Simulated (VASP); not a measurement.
Dy2BiP3:

```xyz
6
Lattice="9.5520 0.0000 0.0000 -4.7760 8.2723 0.0000 0.0000 0.0000 2.8148" Properties=species:S:1:pos:R:3 pbc="T T T"
Dy    0.0000    5.5148    1.4074
Dy    4.7760    2.7574    1.4074
Bi    0.0000    0.0000    0.0000
P     4.7760    0.0000    1.4074
P    -2.3880    4.1361    1.4074
P     2.3880    4.1361    1.4074
```

The cell was built from a structure type or drawn by symmetry, and may not be a known phase.

```yaml
Program: VASP 6.6.1
Task: relaxation of cell and atoms
Functional: PBE
Potentials_or_basis: VASP PAW PBE potentials, release 64 (Dy_3, Bi_d, P), 4f in core
Cutoff: 500 eV
k_mesh: 3 × 3 × 6
Occupations: gaussian, width 0.1 eV
Spin: no spin polarisation
```

At the start: pressure -1.6 GPa; volume 37.07 Å³/atom.

Question: How do energy, volume and symmetry change on relaxing?

Answer: Over 3 steps the energy falls by 29.3 meV/atom and the volume is 35.46 Å³/atom (-4.4 %); space group P6/mmm (No. 191, to 0.1 Å) before and after.

The path:
```csv
step,energy change (eV),largest force (eV/Å),pressure (GPa),volume (Å³)
1,0.0000,0.0000,-1.58,222.42
2,-0.1661,0.0000,0.60,210.57
3,-0.1756,0.0000,0.08,212.73
```

Final structure:
```yaml
crystal:
  lattice:
    - [9.25593, 0.00000, 0.00000]
    - [-4.62796, 8.01587, 0.00000]
    - [0.00000, 0.00000, 2.86720]
  atoms:
    - { symbol: Dy, position: [0.33333, 0.66667, 0.50000] }
    - { symbol: Dy, position: [0.66667, 0.33333, 0.50000] }
    - { symbol: Bi, position: [0.00000, 0.00000, 0.00000] }
    - { symbol: P, position: [0.50000, 0.00000, 0.50000] }
    - { symbol: P, position: [0.00000, 0.50000, 0.50000] }
    - { symbol: P, position: [0.50000, 0.50000, 0.50000] }
```

Caveat: the k points lie up to 0.37 Å⁻¹ apart in the final cell, too coarse for converged energies and pressures of a metal.
